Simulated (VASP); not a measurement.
A run of VASP 6.6.1 is set up as follows.

Contents of INCAR:

```
PREC     = Accurate       # precision mode
ENCUT    = 520            # plane-wave cutoff, eV
EDIFF    = 1E-7           # SCF threshold, eV
ISMEAR   = 0              # smearing method
SIGMA    = 0.01           # smearing width, eV
LREAL    = False          # projectors in reciprocal space
LASPH    = True           # aspherical terms in the spheres
NELM     = 100            # most SCF steps
ALGO     = Normal         # electronic algorithm
ISIF     = 2              # what is computed and relaxed
LWAVE    = False          # write WAVECAR
LCHARG   = False          # write CHGCAR
GGA      = PS             # functional
NBANDS   = 16             # bands
```

File KPOINTS:

```
Automatic mesh
0
Gamma
  9 9 6
```

File POSCAR:

```
BN
1.0
    2.5024521521      0.0000000000      0.0000000000
   -1.2512260760      2.1671871355      0.0000000000
    0.0000000000      0.0000000000      4.2101764159
B N
2 2
Direct
    0.3333333333      0.6666666667      0.0000751913
    0.6666666667      0.3333333333      0.5000751913
    0.3333333333      0.6666666667      0.3739248087
    0.6666666667      0.3333333333      0.8739248087
```

Potentials or basis: VASP PAW PBE potentials, release 64 (B, N).

Run with:

```bash
$ cat potpaw_PBE.64/B/POTCAR potpaw_PBE.64/N/POTCAR > POTCAR
$ mpirun -np 1 vasp_std > vasp.out
```

(1) What does it give for the band gap on the k mesh?

(2) Predict the largest force.

(3) Predict the pressure.

Results:

(1) 4.79 eV, indirect (least direct gap 8.18 eV).

(2) 0.010 eV/Å.

(3) 12.5 GPa.

Caveat: the PAW data sets were made with another functional, which shifts forces and pressure a little.
